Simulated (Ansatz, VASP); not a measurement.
One calculation of GaAs, two programs

```
As Ga
1.0
     0.00000    2.78864    2.78864
     2.78864    0.00000    2.78864
     2.78864    2.78864    0.00000
As Ga
1 1
Direct
  0.75000 0.75000 0.75000
  0.00000 0.00000 0.00000
```

Alike in both runs: task single point; functional LDA; k mesh 8 × 8 × 8; occupations fermi-dirac, width 0.05 eV; no spin polarisation.

```csv
,VASP,Ansatz
version,VASP 6.6.1,Ansatz 0.2.0
potentials or method,"VASP PAW LDA potentials, release 64 (As, Ga_d)",PseudoDojo standard (LDA files)
plane-wave cutoff (eV),520,1088
valence electrons in the cell,18,28
```

```csv
,VASP,Ansatz,Ansatz less VASP
gap on the k mesh at the Fermi level (eV),0.64,0.59,-0.053
least direct gap on the mesh (eV),0.64,0.59,-0.053
```

LDA's correlation is that of Perdew and Zunger in VASP and of Perdew and Wang (1992) in Ansatz. VASP's potentials hold 18 valence electrons a cell and Ansatz's 28, so a difference there can come from the potentials and not from the codes.
